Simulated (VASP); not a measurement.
# LuSc3F (P-62m) in VASP: single point with PBE

Aim: the single point of LuSc3F with PBE.

All numbers are computed with VASP 6.6.1; they aren't measurements. Logs are shortened: lines on timing, memory, paths and dates and some standing lists are left out, and cuts for length are marked.

### 1 The cell of the first run

Symmetry: P-62m, No. 189, hexagonal system. Conventional cell: a = 5.291 Å, b = 5.291 Å, c = 4.396 Å, α = 90.00°, β = 90.00°, γ = 120.00°. Within 3.0 Å of Lu (site symmetry -62m) lie 2 F at 2.20 Å and 6 Sc at 2.94 Å. Sc (site symmetry m2m) has 1 F at 1.96 Å within 2.6 Å. F (site symmetry -62m) has 3 Sc at 1.96 Å and 2 Lu at 2.20 Å within 2.6 Å.

The cell was generated, and may not be a known phase.

### 2 Single point, PBE

INCAR reads:

```
SYSTEM = LuSc3F
ALGO     = Normal         ! electronic algorithm
EDIFF    = 1E-6           ! SCF threshold, eV
ENCUT    = 520            ! plane-wave cutoff, eV
GGA      = PE             ! functional
ISIF     = 2              ! what is computed and relaxed
ISMEAR   = 0              ! smearing method
LASPH    = .TRUE.         ! aspherical terms in the spheres
LCHARG   = .TRUE.         ! write CHGCAR
LELF     = .TRUE.         ! ELF
LREAL    = .FALSE.        ! projectors in reciprocal space
LVHAR    = .TRUE.       
LWAVE    = .FALSE.        ! write WAVECAR
NBANDS   = 40             ! bands
NELM     = 80             ! most SCF steps
PREC     = Accurate       ! precision mode
SIGMA    = 0.1            ! smearing width, eV
```

KPOINTS reads:

```
k-points
0
G
  6 6 4
  0 0 0
```

POSCAR reads:

```
LuSc3F
1.0
    5.2913280100      0.0000000000      0.0000000000
   -2.6456640000      4.5824244700      0.0000000000
    0.0000000000      0.0000000000      4.3957893300
Lu Sc F
1 3 1
Direct
    0.0000000000      0.0000000000      0.0000000000
    0.6296142300      0.0000000000      0.5000000000
    0.0000000000      0.6296142300      0.5000000000
    0.3703857700      0.3703857700      0.5000000000
    0.0000000000      0.0000000000      0.5000000000
```

Potentials or basis: VASP PAW PBE potentials, release 64 (Lu, Sc_sv, F).

The run is started by

```console
$ cat potpaw_PBE.64/Lu/POTCAR potpaw_PBE.64/Sc_sv/POTCAR potpaw_PBE.64/F/POTCAR > POTCAR
$ mpirun -np 1 vasp_std > vasp.out
```

OUTCAR:

```text
SYSTEM = LuSc3F
   EDIFF = 1E-6
   ENCUT = 520
   GGA = PE
   ISIF = 2
   ISMEAR = 0
   LASPH = .TRUE.
   LREAL = .FALSE.
   NELM = 80
   PREC = Accurate

 ion  position               nearest neighbor table
   1  0.000  0.000  0.000-   5 2.20   5 2.20   3 2.94   3 2.94   4 2.94   4 2.94   2 2.94   2 2.94

   2  0.630  0.000  0.500-   5 1.96   4 2.90   3 2.90   4 2.90   3 2.90   1 2.94   1 2.94   3 3.39
                             4 3.39
   3  0.000  0.630  0.500-   5 1.96   2 2.90   4 2.90   2 2.90   4 2.90   1 2.94   1 2.94   4 3.39
                             2 3.39
   4  0.370  0.370  0.500-   5 1.96   2 2.90   2 2.90   3 2.90   3 2.90   1 2.94   1 2.94   3 3.39
                             2 3.39
   5  0.000  0.000  0.500-   3 1.96   4 1.96   2 1.96   1 2.20   1 2.20

  LATTYP: Found a hexagonal cell.
 ALAT       =     5.2913280100
 C/A-ratio  =     0.8307535125

  Lattice vectors:

 A1 = (   5.2913280100,   0.0000000000,   0.0000000000)
 A2 = (  -2.6456640000,   4.5824244700,   0.0000000000)
 A3 = (   0.0000000000,   0.0000000000,   4.3957893300)

Analysis of symmetry for initial positions (statically):
=====================================================================
 Subroutine PRICEL returns:
 Original cell was already a primitive cell.

 Routine SETGRP: Setting up the symmetry group for a
 hexagonal supercell.

 Subroutine GETGRP returns: Found 12 space group operations
 (whereof 12 operations were pure point group operations)
 out of a pool of 24 trial point group operations.

The static configuration has the point symmetry D_3h.

Analysis of symmetry for dynamics (positions and initial velocities):
=====================================================================
 Subroutine PRICEL returns:
 Original cell was already a primitive cell.

 Routine SETGRP: Setting up the symmetry group for a
 hexagonal supercell.

 Subroutine GETGRP returns: Found 12 space group operations
 (whereof 12 operations were pure point group operations)
 out of a pool of 24 trial point group operations.

The dynamic configuration has the point symmetry D_3h.

 Subroutine INISYM returns: Found 12 space group operations
 (whereof 12 operations are pure point group operations),
 and found     1 'primitive' translations

----------------------------------------------------------------------------------------

                                     Primitive cell

  volume of cell :     106.5852

  direct lattice vectors                    reciprocal lattice vectors
     5.291328010  0.000000000  0.000000000     0.188988473  0.109112546  0.000000000
    -2.645664000  4.582424470  0.000000000     0.000000000  0.218225092  0.000000000
     0.000000000  0.000000000  4.395789330     0.000000000  0.000000000  0.227490429

  length of vectors
     5.291328010  5.291328002  4.395789330     0.218225091  0.218225092  0.227490429

  position of ions in fractional coordinates (direct lattice)
     0.000000000  0.000000000  0.000000000
     0.629614230  0.000000000  0.500000000
     0.000000000  0.629614230  0.500000000
     0.370385770  0.370385770  0.500000000
     0.000000000  0.000000000  0.500000000

  ion indices of the primitive-cell ions
   primitive index   ion index
                 1           1
                 2           2
                 3           3
                 4           4
                 5           5

----------------------------------------------------------------------------------------

 KPOINTS: k-points

Automatic generation of k-mesh.
 Grid dimensions read from file:
 generate k-points for:    6    6    4

 Generating k-lattice:

  Cartesian coordinates                     Fractional coordinates (reciprocal lattice)
     0.031498079  0.018185424  0.000000000     0.166666667  0.000000000  0.000000000
     0.000000000  0.036370849  0.000000000     0.000000000  0.166666667  0.000000000
     0.000000000  0.000000000  0.056872607     0.000000000  0.000000000  0.250000000

  Length of vectors
     0.036370849  0.036370849  0.056872607

  Shift w.r.t. Gamma in fractional coordinates (k-lattice)
     0.000000000  0.000000000  0.000000000

 Subroutine IBZKPT returns following result:
 ===========================================

 Found     21 irreducible k-points:

 Following reciprocal coordinates:
            Coordinates               Weight
  0.000000  0.000000  0.000000      1.000000
  0.166667  0.000000  0.000000      6.000000
  0.333333 -0.000000  0.000000      6.000000
  0.500000  0.000000  0.000000      3.000000
  0.166667  0.166667  0.000000      6.000000
  0.333333  0.166667  0.000000     12.000000
[... 13 lines left out ...]
  0.333333  0.166667  0.500000     12.000000
  0.333333  0.333333  0.500000      2.000000
   k-points           NKPTS =     21   k-points in BZ     NKDIM =     21   number of bands    NBANDS=     40
   number of dos      NEDOS =    301   number of ions     NIONS =      5
   total plane-waves  NPLWV =  57600
   dimension x,y,z NGX =    40 NGY =   40 NGZ =   36
   dimension x,y,z NGXF=    80 NGYF=   80 NGZF=   72
   ions per type =               1   3   1
   NGX,Y,Z   is equivalent  to a cutoff of  12.57, 12.57, 13.61 a.u.
   NGXF,Y,Z  is equivalent  to a cutoff of  25.13, 25.13, 27.23 a.u.
 SYSTEM =  LuSc3F
   PREC   = accura    normal or accurate (medium, high low for compatibility)
   ISTART =      0    job   : 0-new  1-cont  2-samecut
   ICHARG =      2    charge: 1-file 2-atom 10-const
   ISPIN  =      1    spin polarized calculation?
   LNONCOLLINEAR =      F non collinear calculations
   LSORBIT =      F    spin-orbit coupling
   LASPH  =      T    aspherical Exc in radial PAW
   ENCUT  =  520.0 eV  38.22 Ry    6.18 a.u.   9.84  9.84  8.17*2*pi/ulx,y,z
   NELM   =     80;   NELMIN=  2; NELMDL= -5     # of ELM steps
   EDIFF  = 0.1E-05   stopping-criterion for ELM
   LREAL  =      F    real-space projection
[... 7 lines left out ...]
   TEBEG  =    0.0;   TEEND  =   0.0 temperature during run
   PSTRESS=    0.0 pullay stress
   NELECT =      65.0000    total number of electrons
   NUPDOWN=      -1.0000    fix difference up-down
   EMIN   =  10.00;   EMAX   =-10.00  energy-range for DOS
   EFERMI =   0.00;   METHOD = LEGACY
   ISMEAR =     0;   SIGMA  =   0.10  broadening in eV -4-tet -1-fermi 0-gaus
   EFERMI_NEDOS =   21; number of points for ismear=-14 and -15
   IALGO  =     38    algorithm
   IMIX   =      4    mixing-type and parameters
     AMIX     =   0.40;   BMIX     =  1.00
     AMIX_MAG =   1.60;   BMIX_MAG =  1.00
  volume/ion in A,a.u.               =      21.32       143.85
  Fermi-wavevector in a.u.,A,eV,Ry     =   1.388290  2.623488 26.223193  1.927350
  Thomas-Fermi vector in A             =   2.512431
   LORBIT       =      0    0 simple, 1 ext, 2 COOP (PROOUT), +10 PAW based schemes
   GGA     = PE    functional components
   LHFCALC =     F    Hartree Fock is set to
   AEXX    =    0.0000 exact exchange contribution
   IVDW    =     0    specifies the selected vdW correction
   LEPSILON=     F    determine dielectric tensor
   LRPA    =     F    only Hartree local field effects (RPA)
 non-spin polarized calculation
 Gauss-broadening in eV      SIGMA  =   0.10
  energy-cutoff  :      520.00
  volume of cell :      106.59
 maximum number of plane-waves:      2888
 NGX is ok and might be reduce to    40
   NGX = 19   NGY = 19   NGZ = 17

 number of electron      65.0000002 magnetization

 Free energy of the ion-electron system (eV)
  ---------------------------------------------------
  ext. energy  EPLUGINS =         0.00000000
  ---------------------------------------------------
  free energy    TOTEN  =       -23.77920393 eV

  energy without entropy =      -23.74244365  energy(sigma->0) =      -23.76082379

 E-fermi :   3.5406     XC(G=0): -10.1251

 val. band max:        3.5261353144   @ k =   0.3333   0.1667   0.0000
 cond. band min:       3.5660136266   @ k =   0.3333   0.1667   0.5000
 fundamental gap:      0.0398783121
 Fermi energy:         3.5406396607

 k-point     1 :       0.0000    0.0000    0.0000
  band No.  band energies     occupation
      1     -52.9447      2.00000
      2     -45.7007      2.00000
      3     -45.5579      2.00000
      4     -45.5579      2.00000
      5     -26.9726      2.00000
      6     -24.6896      2.00000
[... 32 lines left out ...]
     39       5.8504      0.00000
     40       6.0804      0.00000

 k-point     2 :       0.1667    0.0000    0.0000
  band No.  band energies     occupation
      1     -52.9447      2.00000
      2     -45.6903      2.00000
      3     -45.5653      2.00000
      4     -45.5612      2.00000
      5     -26.9900      2.00000
      6     -24.7235      2.00000
[... 32 lines left out ...]
     39       5.6260      0.00000
     40       6.0998      0.00000

 k-point     3 :       0.3333   -0.0000    0.0000
  band No.  band energies     occupation
      1     -52.9447      2.00000
      2     -45.6631      2.00000
      3     -45.5868      2.00000
      4     -45.5674      2.00000
      5     -27.0212      2.00000
      6     -24.7114      2.00000
[... 32 lines left out ...]
     39       5.0752      0.00000
     40       5.9093      0.00000

 k-point     4 :       0.5000    0.0000    0.0000
  band No.  band energies     occupation
      1     -52.9447      2.00000
      2     -45.6375      2.00000
      3     -45.6097      2.00000
      4     -45.5704      2.00000
      5     -27.0351      2.00000
      6     -24.6477      2.00000
[... 32 lines left out ...]
     39       4.8482      0.00000
     40       5.7372      0.00000
[... 643 lines left out ...]
     39       5.5761      0.00000
     40       5.6726      0.00000

 k-point    20 :       0.3333    0.1667    0.5000
  band No.  band energies     occupation
      1     -52.9428      2.00000
      2     -45.6416      2.00000
      3     -45.6010      2.00000
      4     -45.5755      2.00000
      5     -27.4990      2.00000
      6     -24.6617      2.00000
[... 32 lines left out ...]
     39       5.6947      0.00000
     40       6.1399      0.00000

 k-point    21 :       0.3333    0.3333    0.5000
  band No.  band energies     occupation
      1     -52.9428      2.00000
      2     -45.6173      2.00000
      3     -45.6173      2.00000
      4     -45.5837      2.00000
      5     -27.5036      2.00000
      6     -24.6131      2.00000
[... 32 lines left out ...]
     39       5.5468      0.00000
     40       6.2868      0.00000

------------------------ aborting loop because EDIFF is reached ----------------------------------------

  FORCE on cell =-STRESS in cart. coord.  units (eV):
  Direction    XX          YY          ZZ          XY          YZ          ZX
  --------------------------------------------------------------------------------------
  -------------------------------------------------------------------------------------
  Total       13.0570099     13.0570098     10.0648076      0.0000000      0.0000000     -0.0000000
  in kB      196.2715916    196.2715911    151.2931241      0.0000002      0.0000000     -0.0000000
  external PRESSURE =     181.2787689 kB  Pullay stress =       0.0000000 kB

 VOLUME and BASIS-vectors are now :
 -----------------------------------------------------------------------------
  energy-cutoff  :      520.00
  volume of cell :      106.59
      direct lattice vectors                 reciprocal lattice vectors
     5.291328010  0.000000000  0.000000000     0.188988473  0.109112546  0.000000000
    -2.645664000  4.582424470  0.000000000     0.000000000  0.218225092  0.000000000
     0.000000000  0.000000000  4.395789330     0.000000000  0.000000000  0.227490429

 POSITION                                       TOTAL-FORCE (eV/Angst)
 -----------------------------------------------------------------------------------
      0.00000      0.00000      0.00000         0.000000     -0.000000      0.000000
      3.33150      0.00000      2.19789        -2.350884     -0.000000      0.000000
     -1.66575      2.88516      2.19789         1.175442     -2.035926     -0.000000
      0.97992      1.69726      2.19789         1.175442      2.035926      0.000000
      0.00000      0.00000      2.19789         0.000000     -0.000000      0.000000
 -----------------------------------------------------------------------------------
    total drift:                               -0.000000     -0.000000     -0.000001

  FREE ENERGIE OF THE ION-ELECTRON SYSTEM (eV)
  ---------------------------------------------------
  free  energy   TOTEN  =       -23.7792039264 eV

  energy  without entropy=      -23.7424436535  energy(sigma->0) =      -23.76082379
```

Wall time 1.8 min (1 thread of Oxide Virtual Turin-like, shared host); peak memory 0.25 GiB.

What came out:

```yaml
Free_energy: -23.7792 eV
Pressure: 18.1 GPa
Largest_force: 2.351 eV/Å
Band_gap_on_the_k_mesh: zero (an odd number of electrons rules out a gap without spin polarisation)
```

Forces in eV/Å, atoms in the order of the input:
```
Lu   0.000  0.000  0.000
Sc  -2.351  0.000  0.000
Sc   1.175 -2.036  0.000
Sc   1.175  2.036  0.000
F    0.000  0.000  0.000
```

Caveat: the cell stands under pressure; spin-orbit coupling is left out, which moves the levels of the heavy elements; forces of over 1 eV/Å act on the atoms, so gaps and moduli don't describe the material at rest.

The gap in the log of VASP goes by the Fermi energy; the results here count the filled bands.